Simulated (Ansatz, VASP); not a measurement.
## One calculation of C, two programs

INCAR

```
PREC = Accurate
ENCUT = 600
EDIFF = 1E-6
ISMEAR = 0
SIGMA = 0.1
LREAL = False
LASPH = True
NELM = 200
ALGO = Normal
ISIF = 2
LWAVE = False
LCHARG = True
ISPIN = 2
MAGMOM = 1
LORBIT = 11
GGA = PE
LELF = True
LVHAR = True
NBANDS = 12
GGA_COMPAT = False
```

File KPOINTS:

```
Automatic mesh
0
Gamma
  10 10 10
```

File POSCAR:

```
C
1.0
    1.7431855643      0.0000000000      0.0000000000
    0.0000000000      1.7431855643      0.0000000000
    0.0000000000      0.0000000000      1.8582339952
C
1
Direct
    0.5000000000      0.5000000000      0.0000000000
```

Input for Ansatz:

```yaml
crystal:
  lattice:
    - [1.7431855643, 0.0, 0.0]
    - [0.0, 1.7431855643, 0.0]
    - [0.0, 0.0, 1.8582339952]
  atoms:
    - { symbol: C, position: [0.5, 0.5, 0.0], spin: 1.0 }
basis:
  ecutwfc: 420
kpoints:
  mp_grid: { grid: [10, 10, 10] }
hamiltonian:
  xc: pbe
scf:
  occupations: { method: gaussian, width: 0.1 }
  lower_state_search: "off"
output:
  forces: true
  stress: true
  eigenvalues: true
  populations: true
magnetization:
  spin_polarized: true
```

Alike in both runs: task single point; functional PBE; k mesh 10 × 10 × 10; occupations gaussian, width 0.1 eV; collinear spin.

|  | VASP | Ansatz |
| --- | --- | --- |
| version | VASP 6.6.1 | Ansatz 0.2.0 |
| potentials or method | VASP PAW PBE potentials, release 64 (C), cutoff 600 eV | scalar-relativistic, plane waves, PAW |
| valence electrons in the cell | 4 | 4 |

VASP gave:

```
gap on the k mesh at the Fermi level (eV)                     : none
pressure (GPa)                                                : -0.4
traceless stress, the component that is largest in VASP (GPa) : 0.08
net moment per atom (μB)                                      : 0.00
```

Problem. What did Ansatz give for the same quantities?

Solution. gap on the k mesh at the Fermi level (eV): none; pressure (GPa): -0.2; traceless stress, the component that is largest in VASP (GPa): 0.10; net moment per atom (μB): 0.00.

A gap of «none» marks a metal or a gap that the smearing closes. With one functional, cell and mesh, what is left measures potentials, basis and numerics. Ansatz's warnings: seeded moment not kept.

The k mesh is coarse, so the values compare programs but aren't converged.
